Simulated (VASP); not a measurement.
A run of VASP 6.6.1 is set up as follows.

INCAR

```
SYSTEM = TiO
PREC = Accurate ; ENCUT = 600
EDIFF = 1E-7 ; ISMEAR = 0
SIGMA = 0.1 ; LREAL = .FALSE.
LASPH = .TRUE. ; NELM = 100
ALGO = Normal ; ISIF = 3
LWAVE = .FALSE. ; LCHARG = .FALSE.
GGA = PS ; IVDW = 13
IBRION = 2 ; NSW = 80
EDIFFG = -0.01
```

KPOINTS

```
Automatic mesh
0
G
  18 18 8
  0 0 0
```

Contents of POSCAR:

```
TiO
1.0
    2.8516080131      0.0000000000      0.0000000000
   -1.4258040066      2.4695649810      0.0000000000
    0.0000000000      0.0000000000      5.5675030000
Ti O
2 2
Direct
    0.3333333333      0.6666666667      0.2500000000
    0.6666666667      0.3333333333      0.7500000000
    0.0000000000      0.0000000000      0.0000000000
    0.0000000000      0.0000000000      0.5000000000
```

Potentials or basis: VASP PAW PBE potentials, release 64 (Ti_sv, O).

Command:

```console
$ cat potpaw_PBE.64/Ti_sv/POTCAR potpaw_PBE.64/O/POTCAR > POTCAR
$ mpirun -np 1 vasp_std > vasp.out
```

(1) Predict the relaxed cell.

(2) Predict the band gap on the k mesh.

(3) What does it give for the space group after relaxing (to 0.1 Å)?

Answers

(1) a = 2.811 Å, b = 2.811 Å, c = 5.437 Å, α = 90.00°, β = 90.00°, γ = 120.00°.

(2) zero (bands 18 and 19 overlap by 0.31 eV).

(3) P6_3/mmc (No. 194).

Caveat: semilocal functionals often make such compounds metallic where correlation or magnetic order opens a gap, which also shifts bond lengths.
